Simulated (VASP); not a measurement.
# Zr5C2 (P6/mmm) in VASP: further runs, part 2 of 2

VASP 6.6.1.

### 5 Single point, PBE

This run uses another cell than the first one, of 20.03 Å³/atom.

Contents of INCAR:

```
PREC = Accurate
ENCUT = 520
EDIFF = 1E-7
ISMEAR = 0
SIGMA = 0.1
LREAL = F
LASPH = T
NELM = 60
ALGO = Normal
ISIF = 2
LWAVE = F
LCHARG = F
GGA = PE
NBANDS = 43
```

Contents of KPOINTS:

```
Automatic mesh
0
Gamma
  12 12 8
```

Contents of POSCAR:

```
Zr5C2
1.0
    5.6202050490      0.0000000000      0.0000000000
   -2.8101025245      4.8672403469      0.0000000000
    0.0000000000      0.0000000000      5.1264998198
Zr C
5 2
Direct
    0.5000000000      0.0000000000      0.0000000000
    0.0000000000      0.5000000000      0.0000000000
    0.5000000000      0.5000000000      0.0000000000
    0.3333333333      0.6666666667      0.5000000000
    0.6666666667      0.3333333333      0.5000000000
    0.0000000000      0.0000000000      0.6315237271
    0.0000000000      0.0000000000      0.3684762729
```

Potentials or basis: VASP PAW PBE potentials, release 64 (Zr_sv, C).

Launch:

```bash
cat potpaw_PBE.64/Zr_sv/POTCAR potpaw_PBE.64/C/POTCAR > POTCAR
mpirun -np 1 vasp_std > vasp.out
```

OUTCAR:

```text
PREC = Accurate
   ENCUT = 520
   EDIFF = 1E-7
   ISMEAR = 0
   LREAL = F
   LASPH = T
   NELM = 60
   ISIF = 2
   GGA = PE

 ion  position               nearest neighbor table
   1  0.500  0.000  0.000-   2 2.81   3 2.81   3 2.81   2 2.81   4 3.03   5 3.03   4 3.03   5 3.03

   2  0.000  0.500  0.000-   1 2.81   1 2.81   3 2.81   3 2.81   4 3.03   5 3.03   4 3.03   5 3.03

   3  0.500  0.500  0.000-   1 2.81   1 2.81   2 2.81   2 2.81   4 3.03   5 3.03   4 3.03   5 3.03

   4  0.333  0.667  0.500-   1 3.03   1 3.03   2 3.03   2 3.03   3 3.03   3 3.03   5 3.24   5 3.24
                             5 3.24
   5  0.667  0.333  0.500-   1 3.03   1 3.03   2 3.03   2 3.03   3 3.03   3 3.03   4 3.24   4 3.24
                             4 3.24
   6  0.000  0.000  0.632-   7 1.35
   7  0.000  0.000  0.368-   6 1.35

  LATTYP: Found a hexagonal cell.
 ALAT       =     5.6202050490
 C/A-ratio  =     0.9121552995

  Lattice vectors:

 A1 = (   5.6202050490,   0.0000000000,   0.0000000000)
 A2 = (  -2.8101025245,   4.8672403469,   0.0000000000)
 A3 = (   0.0000000000,   0.0000000000,   5.1264998198)

Analysis of symmetry for initial positions (statically):
=====================================================================
 Subroutine PRICEL returns:
 Original cell was already a primitive cell.

 Routine SETGRP: Setting up the symmetry group for a
 hexagonal supercell.

 Subroutine GETGRP returns: Found 24 space group operations
 (whereof 24 operations were pure point group operations)
 out of a pool of 24 trial point group operations.

The static configuration has the point symmetry D_6h.

Analysis of symmetry for dynamics (positions and initial velocities):
=====================================================================
 Subroutine PRICEL returns:
 Original cell was already a primitive cell.

 Routine SETGRP: Setting up the symmetry group for a
 hexagonal supercell.

 Subroutine GETGRP returns: Found 24 space group operations
 (whereof 24 operations were pure point group operations)
 out of a pool of 24 trial point group operations.

The dynamic configuration has the point symmetry D_6h.

 Subroutine INISYM returns: Found 24 space group operations
 (whereof 24 operations are pure point group operations),
 and found     1 'primitive' translations

----------------------------------------------------------------------------------------

                                     Primitive cell

  volume of cell :     140.2348

  direct lattice vectors                    reciprocal lattice vectors
     5.620205049  0.000000000  0.000000000     0.177929451  0.102727617  0.000000000
    -2.810102524  4.867240347  0.000000000     0.000000000  0.205455233  0.000000000
     0.000000000  0.000000000  5.126499820     0.000000000  0.000000000  0.195064866

  length of vectors
     5.620205049  5.620205049  5.126499820     0.205455233  0.205455233  0.195064866

  position of ions in fractional coordinates (direct lattice)
     0.500000000  0.000000000  0.000000000
     0.000000000  0.500000000  0.000000000
     0.500000000  0.500000000  0.000000000
     0.333333333  0.666666667  0.500000000
     0.666666667  0.333333333  0.500000000
     0.000000000  0.000000000  0.631523727
[... 43 lines left out ...]
  0.250000 -0.000000  0.000000      6.000000
  0.333333  0.000000  0.000000      6.000000
  0.416667 -0.000000  0.000000      6.000000
[... 16 lines left out ...]
  0.250000 -0.000000  0.125000     12.000000
  0.333333  0.000000  0.125000     12.000000
 [... further k-points ...]
   k-points           NKPTS =     95   k-points in BZ     NKDIM =     95   number of bands    NBANDS=     43
   number of dos      NEDOS =    301   number of ions     NIONS =      7
   total plane-waves  NPLWV =  70560
   dimension x,y,z NGX =    42 NGY =   42 NGZ =   40
   dimension x,y,z NGXF=    84 NGYF=   84 NGZF=   80
   ions per type =               5   2
   NGX,Y,Z   is equivalent  to a cutoff of  12.42, 12.42, 12.97 a.u.
   NGXF,Y,Z  is equivalent  to a cutoff of  24.85, 24.85, 25.94 a.u.
 SYSTEM =  unknown system
   PREC   = accura    normal or accurate (medium, high low for compatibility)
   ISTART =      0    job   : 0-new  1-cont  2-samecut
   ICHARG =      2    charge: 1-file 2-atom 10-const
   ISPIN  =      1    spin polarized calculation?
   LNONCOLLINEAR =      F non collinear calculations
   LSORBIT =      F    spin-orbit coupling
   LASPH  =      T    aspherical Exc in radial PAW
   ENCUT  =  520.0 eV  38.22 Ry    6.18 a.u.  10.45 10.45  9.53*2*pi/ulx,y,z
   NELM   =     60;   NELMIN=  2; NELMDL= -5     # of ELM steps
   EDIFF  = 0.1E-06   stopping-criterion for ELM
   LREAL  =      F    real-space projection
   EDIFFG = 0.1E-05   stopping-criterion for IOM
   NSW    =      0    number of steps for IOM
   IBRION =     -1    ionic relax: 0-MD 1-quasi-New 2-CG
   NFREE  =      0    steps in history (QN), initial steepest desc. (CG)
   ISIF   =      2    stress and relaxation
   ISYM   =      2    0-nonsym 1-usesym 2-fastsym
   POTIM  = 0.5000    time-step for ionic-motion
   TEBEG  =    0.0;   TEEND  =   0.0 temperature during run
   PSTRESS=    0.0 pullay stress
   NELECT =      68.0000    total number of electrons
   NUPDOWN=      -1.0000    fix difference up-down
   EMIN   =  10.00;   EMAX   =-10.00  energy-range for DOS
   EFERMI =   0.00;   METHOD = LEGACY
   ISMEAR =     0;   SIGMA  =   0.10  broadening in eV -4-tet -1-fermi 0-gaus
   EFERMI_NEDOS =   21; number of points for ismear=-14 and -15
   IALGO  =     38    algorithm
   IMIX   =      4    mixing-type and parameters
     AMIX     =   0.40;   BMIX     =  1.00
     AMIX_MAG =   1.60;   BMIX_MAG =  1.00
  volume/ion in A,a.u.               =      20.03       135.19
  Fermi-wavevector in a.u.,A,eV,Ry     =   1.286153  2.430476 22.506601  1.654189
  Thomas-Fermi vector in A             =   2.418244
   LORBIT       =      0    0 simple, 1 ext, 2 COOP (PROOUT), +10 PAW based schemes
   GGA     = PE    functional components
   LHFCALC =     F    Hartree Fock is set to
   AEXX    =    0.0000 exact exchange contribution
   IVDW    =     0    specifies the selected vdW correction
   LEPSILON=     F    determine dielectric tensor
   LRPA    =     F    only Hartree local field effects (RPA)
 non-spin polarized calculation
 Gauss-broadening in eV      SIGMA  =   0.10
  energy-cutoff  :      520.00
  volume of cell :      140.23
 maximum number of plane-waves:      3824
 NGX is ok and might be reduce to    42
   NGX = 21   NGY = 21   NGZ = 19

 number of electron      67.9999999 magnetization

 Free energy of the ion-electron system (eV)
  ---------------------------------------------------
  ext. energy  EPLUGINS =         0.00000000
  ---------------------------------------------------
  free energy    TOTEN  =       -52.15715344 eV

  energy without entropy =      -52.11919467  energy(sigma->0) =      -52.13817405

 E-fermi :   7.7610     XC(G=0): -10.7237

 val. band max:        7.7558654700   @ k =   0.2500  -0.0000   0.5000
 cond. band min:       7.7613853333   @ k =   0.2500   0.2500   0.3750
 fundamental gap:      0.0055198633
 Fermi energy:         7.7610224776

 k-point     1 :       0.0000    0.0000    0.0000
  band No.  band energies     occupation
      1     -40.9679      2.00000
      2     -40.8640      2.00000
      3     -40.6514      2.00000
      4     -40.3860      2.00000
      5     -40.3860      2.00000
      6     -19.8155      2.00000
[... 1093 lines left out ...]
     42       9.9692      0.00000
     43      10.1050      0.00000

 [... further k-points ...]

------------------------ aborting loop because EDIFF is reached ----------------------------------------

  FORCE on cell =-STRESS in cart. coord.  units (eV):
  Direction    XX          YY          ZZ          XY          YZ          ZX
  --------------------------------------------------------------------------------------
  -------------------------------------------------------------------------------------
  Total        0.0626794      0.0626794      0.1492728      0.0000000     -0.0000000      0.0000000
  in kB        0.7161093      0.7161093      1.7054363      0.0000000     -0.0000000      0.0000000
  external PRESSURE =       1.0458849 kB  Pullay stress =       0.0000000 kB

 VOLUME and BASIS-vectors are now :
 -----------------------------------------------------------------------------
  energy-cutoff  :      520.00
  volume of cell :      140.23
      direct lattice vectors                 reciprocal lattice vectors
     5.620205049  0.000000000  0.000000000     0.177929451  0.102727617  0.000000000
    -2.810102524  4.867240347  0.000000000     0.000000000  0.205455233  0.000000000
     0.000000000  0.000000000  5.126499820     0.000000000  0.000000000  0.195064866

 POSITION                                       TOTAL-FORCE (eV/Angst)
 -----------------------------------------------------------------------------------
      2.81010      0.00000      0.00000         0.000000     -0.000000      0.000000
     -1.40505      2.43362      0.00000         0.000000     -0.000000      0.000000
      1.40505      2.43362      0.00000         0.000000     -0.000000      0.000000
     -0.00000      3.24483      2.56325         0.000000     -0.000000     -0.000000
      2.81010      1.62241      2.56325        -0.000000      0.000000      0.000000
      0.00000      0.00000      3.23751         0.000000     -0.000000      0.089373
      0.00000      0.00000      1.88899         0.000000      0.000000     -0.089373
 -----------------------------------------------------------------------------------
    total drift:                                0.000000     -0.000000     -0.000000

  FREE ENERGIE OF THE ION-ELECTRON SYSTEM (eV)
  ---------------------------------------------------
  free  energy   TOTEN  =       -52.1571534352 eV

  energy  without entropy=      -52.1191946659  energy(sigma->0) =      -52.13817405
```

OSZICAR:

```text
N       E                     dE             d eps       ncg     rms          rms(c)
DAV:   1     0.694659877260E+03    0.69466E+03   -0.36214E+04  8250   0.156E+03
DAV:   2     0.951190934178E+01   -0.68515E+03   -0.66930E+03  9103   0.459E+02
DAV:   3    -0.496023597482E+02   -0.59114E+02   -0.57148E+02 13092   0.990E+01
DAV:   4    -0.551052860838E+02   -0.55029E+01   -0.53967E+01 12372   0.273E+01
DAV:   5    -0.554634685928E+02   -0.35818E+00   -0.35676E+00 11658   0.555E+00    0.265E+01
DAV:   6    -0.529773338672E+02    0.24861E+01   -0.18765E+01 10996   0.165E+01    0.129E+01
DAV:   7    -0.525869525114E+02    0.39038E+00   -0.12396E+01 11243   0.107E+01    0.794E+00
DAV:   8    -0.522043284594E+02    0.38262E+00   -0.38438E+00 10296   0.718E+00    0.314E+00
DAV:   9    -0.521486557619E+02    0.55673E-01   -0.39667E-01 10707   0.281E+00    0.103E+00
DAV:  10    -0.521574493140E+02   -0.87936E-02   -0.52811E-02 11398   0.114E+00    0.312E-01
DAV:  11    -0.521572361882E+02    0.21313E-03   -0.67769E-03 10589   0.364E-01    0.888E-02
DAV:  12    -0.521571468206E+02    0.89368E-04   -0.72277E-04 11340   0.111E-01    0.230E-02
DAV:  13    -0.521571525966E+02   -0.57760E-05   -0.59768E-05 11353   0.365E-02    0.912E-03
DAV:  14    -0.521571538245E+02   -0.12279E-05   -0.65520E-06 11377   0.124E-02    0.330E-03
DAV:  15    -0.521571534080E+02    0.41645E-06   -0.64720E-07  9337   0.390E-03    0.122E-03
DAV:  16    -0.521571534352E+02   -0.27202E-07   -0.90217E-08  6152   0.137E-03
   1 F= -.52157153E+02 E0= -.52138174E+02  d E =-.379588E-01
```

Run time: 10 min. Hardware: 1 thread of Intel Xeon Platinum 8488C (Sapphire Rapids), shared host; peak memory 0.55 GiB.

Results:

```yaml
Free_energy: -52.1572 eV
Pressure: 0.1 GPa
Largest_force: 0.089 eV/Å
Band_gap_on_the_k_mesh: zero (bands 34 and 35 overlap by 0.74 eV)
```

Forces on the atoms (eV/Å):
```
Zr   0.000  0.000  0.000
Zr   0.000  0.000  0.000
Zr   0.000  0.000  0.000
Zr   0.000  0.000  0.000
Zr   0.000  0.000  0.000
C    0.000  0.000  0.089
C    0.000  0.000 -0.089
```

Stress tensor (GPa, compression positive):
```
0.07 0.00 0.00
0.00 0.07 0.00
0.00 0.00 0.17
```

Levels at points of the mesh, in eV from the Fermi level:
```csv
k point,band 30,band 31,band 32,band 33,band 34,band 35,band 36,band 37,band 38,band 39
"(0.00, 0.00, 0.00)",-1.60,-1.36,-1.36,-0.64,-0.64,0.30,0.30,0.53,1.10,1.40
"(0.50, 0.00, 0.00)",-1.14,-0.80,-0.63,0.02,0.04,0.14,0.19,0.69,0.93,1.18
"(0.00, 0.00, 0.50)",-0.61,-0.54,-0.54,-0.08,0.44,0.44,0.44,0.56,0.66,0.66
"(0.50, 0.00, 0.50)",-1.03,-0.95,-0.58,-0.11,0.16,0.50,0.57,0.73,0.81,0.90
```

### 6 Overview

```csv
task,cell,k mesh,cutoff (eV),gap on the mesh (eV),pressure (GPa),largest force (eV/Å)
single point,"a = 5.199, b = 5.199, c = 5.572 Å, angles 90.0, 90.0, 120.0°, 7 atoms, atomic positions A",6 × 6 × 4,520,none,-1.0,0.30
single point,"a = 5.612, b = 5.612, c = 5.138 Å, angles 90.0, 90.0, 120.0°, 7 atoms, atomic positions B",6 × 6 × 4,520,none,0.2,0.05
relaxation of cell and atoms,"relaxed from a = 5.199, b = 5.199, c = 5.572 Å, angles 90.0, 90.0, 120.0°, 7 atoms, atomic positions A",6 × 6 × 4,600,none,0.0,0.02
single point,"a = 5.620, b = 5.620, c = 5.126 Å, angles 90.0, 90.0, 120.0°, 7 atoms, atomic positions C",12 × 12 × 8,520,none,0.1,0.09
```

Alike in all rows: level PBE; potentials or basis VASP PAW PBE potentials, release 64 (Zr_sv, C); no spin polarisation; smearing gaussian 0.1 eV.

Caveats: the stress differs along the axes, from -8 to 2 GPa (at least some runs).

Absolute energies hang on the potentials; compare differences alone.

The gap in the log of VASP goes by the Fermi energy; the results here count the filled bands.